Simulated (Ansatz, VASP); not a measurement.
# Co in VASP and in Ansatz

```
CELL_PARAMETERS angstrom
2.45611 0.00000 0.00000
-1.22806 2.12706 0.00000
0.00000 0.00000 3.96962
ATOMIC_POSITIONS crystal
Co 0.33333 0.66667 0.25000
Co 0.66667 0.33333 0.75000
```

Alike in both runs: functional PBEsol; k mesh 23 × 23 × 13; occupations fermi-dirac, width 0.05 eV; collinear spin.

Ansatz relaxed the structure, and its values are those at the end. VASP's run is a single point on that final structure, the one shown.

|  | VASP | Ansatz |
| --- | --- | --- |
| version | VASP 6.6.1 | Ansatz 0.2.0 |
| potentials or method | VASP PAW PBE potentials, release 64 (Co) | PAW with Ansatz's default frozen-core files, scalar-relativistic |
| plane-wave cutoff (eV) | 520 | 420 |
| valence electrons in the cell | 18 | 34 |

Ansatz gave:

* pressure (GPa): 0.0
* net moment per atom (μB): 1.57
* size of the moment on the site where the two differ most (μB): 1.63

Question: Estimate VASP's values.

Answer: Pressure (GPa): -0.9; net moment per atom (μB): 1.56; size of the moment on the site where the two differ most (μB): 1.57.

VASP's potentials were made for PBE, not for PBEsol. Site moments also hang on the region over which each program counts them. The functional is the same, so the differences come from potentials, cutoffs and numerics. VASP's potentials hold 18 valence electrons a cell and Ansatz's 34, so a difference there can come from the potentials and not from the codes.
